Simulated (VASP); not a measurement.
# ZnS (R3m) in VASP: further runs

Aim: see how the results for ZnS move with the level of theory and the settings. Levels: PBE, r2SCAN. Tasks: single point.

Program: VASP 6.6.1. These are calculated values, not measurements. Logs are shortened: lines on timing, memory, paths and dates and some standing lists are left out, and cuts for length are marked.

### 1 The cell of the first run

It takes space group R3m (No. 160, trigonal). Conventional cell: a = 3.658 Å, b = 3.658 Å, c = 9.580 Å, α = 90.00°, β = 90.00°, γ = 120.00°. Within 3.0 Å of Zn (site symmetry 3m) lie 4 S at 2.29 to 2.31 Å. Within 3.0 Å of S (site symmetry 3m) lie 4 Zn at 2.29 to 2.31 Å.

### 2 Single point, PBE (epitaxial 111 strain -4.0%)

INCAR reads:

```
  PREC = Accurate
  ENCUT = 520
  EDIFF = 1E-6
  ISMEAR = -1
  SIGMA = 0.02
  LREAL = False
  LASPH = True
  NELM = 60
  ALGO = Normal
  ISIF = 2
  LWAVE = False
  LCHARG = False
  GGA = PE
  NBANDS = 16
```

KPOINTS reads:

```
regular mesh
0
Gamma
  8 8 8
```

POSCAR reads:

```
ZnS
1.0
    0.1194525233      2.7057749233      2.7057749233
    2.7057749233      0.1194525233      2.7057749233
    2.7057749233      2.7057749233      0.1194525233
Zn S
1 1
Direct
    0.0042993863      0.0042993863      0.0042993863
    0.2457006137      0.2457006137      0.2457006137
```

Potentials or basis: VASP PAW PBE potentials, release 64 (Zn, S).

On the command line:

```
$ cat potpaw_PBE.64/Zn/POTCAR potpaw_PBE.64/S/POTCAR > POTCAR
$ mpirun -np 1 vasp_std > vasp.out
```

OUTCAR:

```text
PREC = Accurate
   ENCUT = 520
   EDIFF = 1E-6
   ISMEAR = -1
   LREAL = False
   LASPH = True
   NELM = 60
   ISIF = 2
   GGA = PE

 ion  position               nearest neighbor table
   1  0.004  0.004  0.004-   2 2.29   2 2.29   2 2.29   2 2.31
   2  0.246  0.246  0.246-   1 2.29   1 2.29   1 2.29   1 2.31

  LATTYP: Found a trigonal (rhomboedric) cell.
 ALAT       =     3.8284076032
 COS(alpha) =     0.5436175007

  Lattice vectors:

 A1 = (   0.1194525233,   2.7057749233,   2.7057749233)
 A2 = (   2.7057749233,   0.1194525233,   2.7057749233)
 A3 = (   2.7057749233,   2.7057749233,   0.1194525233)

Analysis of symmetry for initial positions (statically):
=====================================================================
 Subroutine PRICEL returns:
 Original cell was already a primitive cell.

 Routine SETGRP: Setting up the symmetry group for a
 trigonal (rhombohedral) supercell.

 Subroutine GETGRP returns: Found  6 space group operations
 (whereof  6 operations were pure point group operations)
 out of a pool of 12 trial point group operations.

The static configuration has the point symmetry C_3v.

Analysis of symmetry for dynamics (positions and initial velocities):
=====================================================================
 Subroutine PRICEL returns:
 Original cell was already a primitive cell.

 Routine SETGRP: Setting up the symmetry group for a
 trigonal (rhombohedral) supercell.

 Subroutine GETGRP returns: Found  6 space group operations
 (whereof  6 operations were pure point group operations)
 out of a pool of 12 trial point group operations.

The dynamic configuration has the point symmetry C_3v.

 Subroutine INISYM returns: Found  6 space group operations
 (whereof  6 operations are pure point group operations),
 and found     1 'primitive' translations

----------------------------------------------------------------------------------------

                                     Primitive cell

  volume of cell :      36.9972

  direct lattice vectors                    reciprocal lattice vectors
     0.119452523  2.705774923  2.705774923    -0.197499914  0.189149484  0.189149484
     2.705774923  0.119452523  2.705774923     0.189149484 -0.197499914  0.189149484
     2.705774923  2.705774923  0.119452523     0.189149484  0.189149484 -0.197499914

  length of vectors
     3.828407603  3.828407603  3.828407603     0.332507550  0.332507550  0.332507550

  position of ions in fractional coordinates (direct lattice)
     0.004299386  0.004299386  0.004299386
     0.245700614  0.245700614  0.245700614

  ion indices of the primitive-cell ions
   primitive index   ion index
                 1           1
                 2           2

----------------------------------------------------------------------------------------

 KPOINTS: regular mesh

Automatic generation of k-mesh.
 Grid dimensions read from file:
 generate k-points for:    8    8    8

 Generating k-lattice:

  Cartesian coordinates                     Fractional coordinates (reciprocal lattice)
    -0.024687489  0.023643686  0.023643686     0.125000000  0.000000000  0.000000000
     0.023643686 -0.024687489  0.023643686     0.000000000  0.125000000  0.000000000
     0.023643686  0.023643686 -0.024687489     0.000000000  0.000000000  0.125000000

  Length of vectors
     0.041563444  0.041563444  0.041563444

  Shift w.r.t. Gamma in fractional coordinates (k-lattice)
     0.000000000  0.000000000  0.000000000

 Subroutine IBZKPT returns following result:
 ===========================================

 Found     65 irreducible k-points:

 Following reciprocal coordinates:
            Coordinates               Weight
  0.000000  0.000000  0.000000      1.000000
  0.125000  0.000000 -0.000000      6.000000
  0.250000  0.000000 -0.000000      6.000000
  0.375000  0.000000  0.000000      6.000000
  0.500000  0.000000 -0.000000      3.000000
  0.125000  0.125000  0.000000      6.000000
[... 16 lines left out ...]
  0.250000  0.125000  0.125000      6.000000
  0.375000  0.125000  0.125000      6.000000
 [... further k-points ...]
   k-points           NKPTS =     65   k-points in BZ     NKDIM =     65   number of bands    NBANDS=     16
   number of dos      NEDOS =    301   number of ions     NIONS =      2
   total plane-waves  NPLWV =  21952
   dimension x,y,z NGX =    28 NGY =   28 NGZ =   28
   dimension x,y,z NGXF=    56 NGYF=   56 NGZF=   56
   ions per type =               1   1
   NGX,Y,Z   is equivalent  to a cutoff of  12.16, 12.16, 12.16 a.u.
   NGXF,Y,Z  is equivalent  to a cutoff of  24.32, 24.32, 24.32 a.u.
 SYSTEM =  unknown system
   PREC   = accura    normal or accurate (medium, high low for compatibility)
   ISTART =      0    job   : 0-new  1-cont  2-samecut
   ICHARG =      2    charge: 1-file 2-atom 10-const
   ISPIN  =      1    spin polarized calculation?
   LNONCOLLINEAR =      F non collinear calculations
   LSORBIT =      F    spin-orbit coupling
   LASPH  =      T    aspherical Exc in radial PAW
   ENCUT  =  520.0 eV  38.22 Ry    6.18 a.u.   7.12  7.12  7.12*2*pi/ulx,y,z
   NELM   =     60;   NELMIN=  2; NELMDL= -5     # of ELM steps
   EDIFF  = 0.1E-05   stopping-criterion for ELM
   LREAL  =      F    real-space projection
[... 7 lines left out ...]
   TEBEG  =    0.0;   TEEND  =   0.0 temperature during run
   PSTRESS=    0.0 pullay stress
   NELECT =      18.0000    total number of electrons
   NUPDOWN=      -1.0000    fix difference up-down
   EMIN   =  10.00;   EMAX   =-10.00  energy-range for DOS
   EFERMI =   0.00;   METHOD = LEGACY
   ISMEAR =    -1;   SIGMA  =   0.02  broadening in eV -4-tet -1-fermi 0-gaus
   EFERMI_NEDOS =   21; number of points for ismear=-14 and -15
   IALGO  =     38    algorithm
   IMIX   =      4    mixing-type and parameters
     AMIX     =   0.40;   BMIX     =  1.00
     AMIX_MAG =   1.60;   BMIX_MAG =  1.00
  volume/ion in A,a.u.               =      18.50       124.83
  Fermi-wavevector in a.u.,A,eV,Ry     =   1.287585  2.433183 22.556764  1.657875
  Thomas-Fermi vector in A             =   2.419590
   LORBIT       =      0    0 simple, 1 ext, 2 COOP (PROOUT), +10 PAW based schemes
   GGA     = PE    functional components
   LHFCALC =     F    Hartree Fock is set to
   AEXX    =    0.0000 exact exchange contribution
   IVDW    =     0    specifies the selected vdW correction
   LEPSILON=     F    determine dielectric tensor
   LRPA    =     F    only Hartree local field effects (RPA)
 non-spin polarized calculation
  energy-cutoff  :      520.00
  volume of cell :       37.00
 maximum number of plane-waves:      1009
   NGX = 15   NGY = 15   NGZ = 15

 number of electron      17.9999995 magnetization

 Free energy of the ion-electron system (eV)
  ---------------------------------------------------
  ext. energy  EPLUGINS =         0.00000000
  ---------------------------------------------------
  free energy    TOTEN  =        -6.74480102 eV

  energy without entropy =       -6.74480102  energy(sigma->0) =       -6.74480102

 E-fermi :   3.2480     XC(G=0):  -9.9427

 val. band max:        2.8757898314   @ k =   0.0000   0.0000   0.0000
 cond. band min:       5.0048270335   @ k =   0.0000   0.0000   0.0000
 fundamental gap:      2.1290372021
 Fermi energy:         3.2480435463

 k-point     1 :       0.0000    0.0000    0.0000
  band No.  band energies     occupation
      1     -10.8671      2.00000
      2      -3.9251      2.00000
      3      -3.8548      2.00000
      4      -3.8548      2.00000
      5      -3.3114      2.00000
      6      -3.3114      2.00000
[... 8 lines left out ...]
     15      14.5853      0.00000
     16      14.9877      0.00000

 k-point     2 :       0.1250    0.0000   -0.0000
  band No.  band energies     occupation
      1     -10.7308      2.00000
      2      -3.9066      2.00000
      3      -3.8521      2.00000
      4      -3.8337      2.00000
      5      -3.3163      2.00000
      6      -3.3115      2.00000
[... 8 lines left out ...]
     15      14.0398      0.00000
     16      15.7399      0.00000

 k-point     3 :       0.2500    0.0000   -0.0000
  band No.  band energies     occupation
      1     -10.3718      2.00000
      2      -3.8686      2.00000
      3      -3.7982      2.00000
      4      -3.7902      2.00000
      5      -3.3183      2.00000
      6      -3.3011      2.00000
[... 8 lines left out ...]
     15      14.0670      0.00000
     16      15.0259      0.00000

 k-point     4 :       0.3750    0.0000    0.0000
  band No.  band energies     occupation
      1      -9.9577      2.00000
      2      -3.7882      2.00000
      3      -3.7605      2.00000
      4      -3.6218      2.00000
      5      -3.2975      2.00000
      6      -3.2718      2.00000
[... 8 lines left out ...]
     15      14.8814      0.00000
     16      15.4887      0.00000

 k-point     5 :       0.5000    0.0000   -0.0000
  band No.  band energies     occupation
      1      -9.7645      2.00000
      2      -3.7653      2.00000
      3      -3.7528      2.00000
      4      -3.3288      2.00000
      5      -3.2534      2.00000
      6      -3.0639      2.00000
[... 8 lines left out ...]
     15      15.4932      0.00000
     16      16.9775      0.00000

 k-point     6 :       0.1250    0.1250    0.0000
  band No.  band energies     occupation
      1     -10.6922      2.00000
      2      -3.9230      2.00000
      3      -3.8401      2.00000
      4      -3.8139      2.00000
      5      -3.3316      2.00000
      6      -3.2984      2.00000
[... 8 lines left out ...]
     15      14.7852      0.00000
     16      16.3239      0.00000
[... 267 lines left out ...]
 k-point    21 :       0.5000    0.5000    0.0000
  band No.  band energies     occupation
      1      -9.4500      2.00000
      2      -3.9739      2.00000
      3      -3.4974      2.00000
      4      -3.4880      2.00000
      5      -3.2188      2.00000
      6      -3.0820      2.00000
[... 8 lines left out ...]
     15      16.5861      0.00000
     16      17.3047      0.00000

 k-point    22 :       0.1250    0.1250    0.1250
  band No.  band energies     occupation
      1     -10.7514      2.00000
      2      -3.9263      2.00000
      3      -3.8331      2.00000
      4      -3.8331      2.00000
      5      -3.3128      2.00000
      6      -3.3128      2.00000
[... 8 lines left out ...]
     15      14.1020      0.00000
     16      15.7416      0.00000

 k-point    23 :       0.2500    0.1250    0.1250
  band No.  band energies     occupation
      1     -10.5515      2.00000
      2      -3.9069      2.00000
      3      -3.8073      2.00000
      4      -3.8020      2.00000
      5      -3.3255      2.00000
      6      -3.3025      2.00000
[... 8 lines left out ...]
     15      14.0960      0.00000
     16      16.7445      0.00000

 k-point    24 :       0.3750    0.1250    0.1250
  band No.  band energies     occupation
      1     -10.1719      2.00000
      2      -3.8178      2.00000
      3      -3.7603      2.00000
      4      -3.7469      2.00000
      5      -3.3178      2.00000
      6      -3.2933      2.00000
[... 8 lines left out ...]
     15      14.7356      0.00000
     16      15.9652      0.00000

 [... further k-points ...]
[... 5 lines left out ...]
  --------------------------------------------------------------------------------------
  -------------------------------------------------------------------------------------
  Total        1.6738444      1.6738444      1.6738444     -0.5249938     -0.5249938     -0.5249938
  in kB       72.4863947     72.4863947     72.4863947    -22.7350315    -22.7350315    -22.7350315
  external PRESSURE =      72.4863947 kB  Pullay stress =       0.0000000 kB

 VOLUME and BASIS-vectors are now :
 -----------------------------------------------------------------------------
  energy-cutoff  :      520.00
  volume of cell :       37.00
      direct lattice vectors                 reciprocal lattice vectors
     0.119452523  2.705774923  2.705774923    -0.197499914  0.189149484  0.189149484
     2.705774923  0.119452523  2.705774923     0.189149484 -0.197499914  0.189149484
     2.705774923  2.705774923  0.119452523     0.189149484  0.189149484 -0.197499914

 POSITION                                       TOTAL-FORCE (eV/Angst)
 -----------------------------------------------------------------------------------
      0.02378      0.02378      0.02378         0.013305      0.013305      0.013305
      1.35897      1.35897      1.35897        -0.013305     -0.013305     -0.013305
 -----------------------------------------------------------------------------------
    total drift:                               -0.000059     -0.000059     -0.000059

  FREE ENERGIE OF THE ION-ELECTRON SYSTEM (eV)
  ---------------------------------------------------
  free  energy   TOTEN  =        -6.7448010249 eV

  energy  without entropy=       -6.7448010249  energy(sigma->0) =       -6.74480102
```

Run time: 16 s. Hardware: 1 thread of Intel Xeon Platinum 8559C (Emerald Rapids), shared host; peak memory 0.17 GiB.

Results:

| Item | Value |
| --- | --- |
| Free energy | -6.7448 eV |
| Pressure | 7.2 GPa |
| Largest force | 0.023 eV/Å |
| Band gap on the k mesh | 2.13 eV, direct |

Forces on the atoms (eV/Å):
```
Zn   0.013  0.013  0.013
S   -0.013 -0.013 -0.013
```

Caveat: the cell differs from its parent crystal (epitaxial 111 strain -4.0%).

### 3 Single point, r2SCAN (epitaxial 111 strain -4.0%)

POSCAR is that of step 2.

INCAR.step1 reads:

```
SYSTEM = ZnS
PREC = Accurate ; ENCUT = 520
ISMEAR = 0 ; SIGMA = 0.01
LREAL = .False. ; LASPH = .True.
NELM = 80 ; NBANDS = 16
GGA = PE ; ALGO = Normal
EDIFF = 1E-4 ; LWAVE = .True.
LCHARG = .False.
```

INCAR.step2 reads:

```
SYSTEM = ZnS
PREC = Accurate ; ENCUT = 520
EDIFF = 1E-6 ; ISMEAR = 0
SIGMA = 0.01 ; LREAL = .False.
LASPH = .True. ; NELM = 80
ALGO = Normal ; ISIF = 2
LWAVE = .False. ; LCHARG = .False.
METAGGA = R2SCAN ; LMIXTAU = .True.
NBANDS = 16 ; ISTART = 1
```

KPOINTS reads:

```
Automatic mesh
0
Gamma
  8 8 8
  0 0 0
```

Potentials or basis: VASP PAW PBE potentials, release 64 (Zn, S).

On the command line:

```
$ cat potpaw_PBE.64/Zn/POTCAR potpaw_PBE.64/S/POTCAR > POTCAR
$ cp INCAR.step1 INCAR
$ mpirun -np 1 vasp_std > vasp.out
$ cp INCAR.step2 INCAR
$ mpirun -np 1 vasp_std > vasp.out
```

Wall time 73 s (1 thread of Intel Xeon Platinum 8559C (Emerald Rapids), shared host); peak memory 0.18 GiB.

The run converged. Its results:

| Item | Value |
| --- | --- |
| Free energy | -18.7985 eV |
| Pressure | 4.9 GPa |
| Largest force | 0.004 eV/Å |
| Band gap on the k mesh | 2.69 eV, direct |

Forces on the atoms (eV/Å):
```
Zn   0.002  0.002  0.002
S   -0.002 -0.002 -0.002
```

Stress tensor (GPa, compression positive):
```
 4.89 -2.42 -2.42
-2.42  4.89 -2.42
-2.42 -2.42  4.89
```

Levels at points of the mesh, in eV from the valence-band top:
| k point | band 7 | band 8 | band 9 | band 10 | band 11 | band 12 |
| --- | --- | --- | --- | --- | --- | --- |
| (0.00, 0.00, 0.00) | -0.47 | 0.00 | 0.00 | 2.69 | 6.25 | 7.05 |
| (0.50, 0.00, 0.00) | -5.88 | -1.40 | -1.01 | 3.58 | 6.99 | 7.16 |
| (0.50, 0.50, 0.00) | -5.01 | -2.90 | -2.40 | 3.25 | 4.48 | 11.78 |
| (0.50, 0.50, 0.50) | -6.05 | -0.88 | -0.88 | 4.41 | 7.65 | 7.65 |

Caveat: the cell differs from its parent crystal (epitaxial 111 strain -4.0%); the PAW data sets were made with another functional, which shifts forces and pressure a little.
